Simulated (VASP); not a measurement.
Set up this calculation in VASP 6.6.1, as the native input.

| Item | Value |
| --- | --- |
| Task | single point |
| Functional | PBE |
| Dispersion | D3(BJ) |
| Potentials or basis | VASP PAW PBE potentials, release 64 (Na_pv, I) |
| Cutoff | 520 eV |
| k mesh | 6 × 8 × 4 |
| Occupations | gaussian, width 0.05 eV |
| Spin | no spin polarisation |
| Dipole correction | no |
| Further INCAR settings | ALGO = Normal; EDIFF = 1e-06; NBANDS = 22 |

The structure of NaI lies in POSCAR:

```
NaI
1.0
    4.7722534545      0.0000000000      0.0000000000
    0.0000000000      4.1018944388      0.0000000000
    0.0000000000      0.0000000000      7.5188940047
Na I
2 2
Direct
    0.2500000000      0.5000000000      0.2499880837
    0.7500000000      0.5000000000      0.7500119163
    0.2500000000      0.0000000000      0.7499134626
    0.7500000000      0.0000000000      0.2500865374
```

This cell differs from its parent crystal: engineering shear strain xz +0.0000, normal strain along z +0.1100.

These files were run (other wordings do the same):

INCAR

```
SYSTEM = NaI
ALGO = Normal ; EDIFF = 1E-6
ENCUT = 520 ; GGA = PE
ISIF = 2 ; ISMEAR = 0
IVDW = 12 ; LASPH = .TRUE.
LCHARG = .FALSE. ; LREAL = .FALSE.
LWAVE = .FALSE. ; NBANDS = 22
NELM = 60 ; PREC = Accurate
SIGMA = 0.05
```

KPOINTS

```
k-points
0
G
  6 8 4
  0 0 0
```

Potentials or basis: VASP PAW PBE potentials, release 64 (Na_pv, I).

The run is started by

```console
$ cat potpaw_PBE.64/Na_pv/POTCAR potpaw_PBE.64/I/POTCAR > POTCAR
$ mpirun -np 1 vasp_std > vasp.out
```

It gave:

The pressure is -0.6 GPa and the band gap on the k mesh is 2.68 eV. The dispersion energy per atom is -0.231 eV.

Caveat: the cell differs from its parent crystal (engineering shear strain xz +0.0000, normal strain along z +0.1100); spin-orbit coupling is left out, which moves the levels of the heavy elements.

Wall time 2.6 min on 1 thread of Intel Xeon 8259CL, on a shared host, peak memory 0.35 GiB.
